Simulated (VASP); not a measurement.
Crystal: SnSe2.

```xyz
3
Lattice="3.8251 0.0000 0.0000 -1.9126 3.3127 0.0000 0.0000 0.0000 6.2271" Properties=species:S:1:pos:R:3 pbc="T T T"
Sn    0.0000    0.0000    0.0000
Se    0.0000    2.2085    1.5759
Se    1.9126    1.1042    4.6511
```

Base run:

* Program: VASP 6.6.1
* Functional: HSE06
* Potentials or basis: VASP PAW PBE potentials, release 64 (Sn_d, Se)
* Cutoff: 400 eV
* k mesh: 6 × 6 × 4
* Occupations: gaussian, width 0.01 eV
* Spin: no spin polarisation

Its results: band gap on the k mesh 1.42 eV (least direct gap 1.89 eV); pressure 0.0 GPa; largest force 0.237 eV/Å.

Q: The run is repeated on the same cell with these changes: functional from HSE06 to HF; share of exact exchange from 0.25 to 1. What comes out?

A: Band gap on the k mesh 6.78 eV (least direct gap 7.35 eV); pressure 0.3 GPa; largest force 0.989 eV/Å.

Caveats: the PAW data sets were made with another functional, which shifts forces and pressure a little; spin-orbit coupling is left out, which moves the levels of the heavy elements; this functional lacks dispersion, which binds layers or chains, so the pressure and a relaxed spacing across them are unreliable (at least some runs).

A k mesh can miss the band edges.
